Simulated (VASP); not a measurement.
Pt, 2 atoms in the cell. The structure is hexagonal, space group P6_3/mmc (No. 194). The conventional cell has a = 2.725 Å, b = 2.725 Å, c = 4.864 Å, α = 90.00°, β = 90.00°, γ = 120.00°. Pt (site symmetry -6m2) has 12 Pt at 2.73 to 2.90 Å within 3.6 Å. This isn't the form of Pt at room conditions, which is fcc.

| Property | Result |
| --- | --- |
| Program | VASP 6.6.1 |
| Task | single point |
| Functional | PBEsol |
| Potentials or basis | VASP PAW PBE potentials, release 64 (Pt) |
| Cutoff | 520 eV |
| k mesh | 18 × 18 × 10 |
| Occupations | gaussian, width 0.15 eV |
| Spin | no spin polarisation |
| Dipole correction | no |
| Further INCAR settings | ALGO = Normal; EDIFF = 1e-07; NBANDS = 17 |

Potentials or basis: VASP PAW PBE potentials, release 64 (Pt).

Launch:

```sh
$ cat potpaw_PBE.64/Pt/POTCAR > POTCAR
$ mpirun -np 1 vasp_std > vasp.out
```

Hardware: 1 thread of Intel(R) Xeon(R) 6975P-C (Granite Rapids), with other jobs on the host.

Problem. Estimate the wall time of this run.

Solution. Wall time 43 s on 1 thread of Intel(R) Xeon(R) 6975P-C (Granite Rapids), with other jobs on the host, peak memory 0.21 GiB. Counts: scf iterations 13, k points 222.
